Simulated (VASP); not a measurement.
Set up this calculation in VASP 6.6.1, as the native input.

```
Task                   : single point
Functional             : LDA
Potentials or basis    : VASP PAW LDA potentials, release 64 (Se)
Cutoff                 : 520 eV
k mesh                 : 14 × 14 × 14
Occupations            : fermi-dirac, width 0.05 eV
Spin                   : no spin polarisation
Dipole correction      : no
Further INCAR settings : ALGO = Normal; EDIFF = 1e-06; NBANDS = 9
```

The structure of Se lies in POSCAR:

```
Se
1.0
    2.5362411918      0.0000000000      0.0000000000
    0.0000000000      2.5362411918      0.0000000000
    0.0000000000      0.0000000000      2.5362411918
Se
1
Direct
    0.0000000000      0.0000000000      0.0000000000
```

These files were run (other wordings do the same):

INCAR

```
SYSTEM = Se
PREC = Accurate ; ENCUT = 520
EDIFF = 1E-6 ; ISMEAR = -1
SIGMA = 0.05 ; LREAL = .FALSE.
LASPH = .TRUE. ; NELM = 80
ALGO = Normal ; ISIF = 2
LWAVE = .FALSE. ; LCHARG = .FALSE.
GGA = CA ; NBANDS = 9
```

KPOINTS

```
regular mesh
0
G
  14 14 14
  0 0 0
```

Potentials or basis: VASP PAW LDA potentials, release 64 (Se).

Launch:

```bash
$ cat potpaw_LDA.64/Se/POTCAR > POTCAR
$ mpirun -np 1 vasp_std > vasp.out
```

It gave:

| Item | Value |
| --- | --- |
| Pressure | 40.9 GPa |
| Band gap on the k mesh | zero (band 3 reaches 13.75 eV, above the bottom of band 4 at 4.63 eV) |

Run time: 3.9 s on 1 thread of Intel(R) Xeon(R) 6975P-C (Granite Rapids), with other jobs on the host, peak memory 0.12 GiB.
